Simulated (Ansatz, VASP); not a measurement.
**Hf in VASP and in Ansatz**

INCAR

```
PREC = Accurate
ENCUT = 520
EDIFF = 1E-6
ISMEAR = -1
SIGMA = 0.05
LREAL = F
LASPH = T
NELM = 60
ALGO = Normal
ISIF = 2
LWAVE = F
LCHARG = T
GGA = PE
LELF = T
LVHAR = T
NBANDS = 11
```

Contents of KPOINTS:

```
Automatic mesh
0
Gamma
  17 17 17
```

Contents of POSCAR:

```
Hf
1.0
    0.0000000000      1.9741079986      1.9741079986
    1.9741079986      0.0000000000      1.9741079986
    1.9741079986      1.9741079986      0.0000000000
Hf
1
Direct
    0.0000000000      0.0000000000      0.0000000000
```

Input for Ansatz:

```yaml
crystal:
  lattice:
    - [0.0, 1.9741079986, 1.9741079986]
    - [1.9741079986, 0.0, 1.9741079986]
    - [1.9741079986, 1.9741079986, 0.0]
  atoms:
    - { symbol: Hf, position: [0.0, 0.0, 0.0] }
kpoints:
  mp_grid: { grid: [17, 17, 17] }
scf:
  occupations: { method: fermi_dirac, width: 0.05 }
hamiltonian:
  xc: pbe
  pseudopotentials: { kind: paw }
output:
  forces: true
  stress: true
  eigenvalues: true
  write_density: true
  write_potential: true
  elf: true
  volumetric_format: npy
```

Change from the starting cell: volume scaled by 0.682, to set the pressure.

Alike in both runs: task single point; functional PBE; k mesh 17 × 17 × 17; occupations fermi-dirac, width 0.05 eV; no spin polarisation.

|  | VASP | Ansatz |
| --- | --- | --- |
| version | VASP 6.6.1 | Ansatz 0.2.0 |
| potentials or method | VASP PAW PBE potentials, release 64 (Hf_pv) | PAW with Ansatz's default frozen-core files, scalar-relativistic |
| plane-wave cutoff (eV) | 520 | 420 |
| valence electrons in the cell | 10 | 26 |

VASP gave:

| Property | Result |
| --- | --- |
| pressure (GPa) | 73.0 |

Question: What did Ansatz give for the same quantities?

Answer: Pressure (GPa): 74.0.

Both programs put the cell under a high pressure, so it lies far from rest at this level. VASP's potentials hold 10 valence electrons a cell and Ansatz's 26, so a difference there can come from the potentials and not from the codes.

Neither program's run includes spin-orbit coupling. Noted on VASP's run: the cell as given lies far from equilibrium.
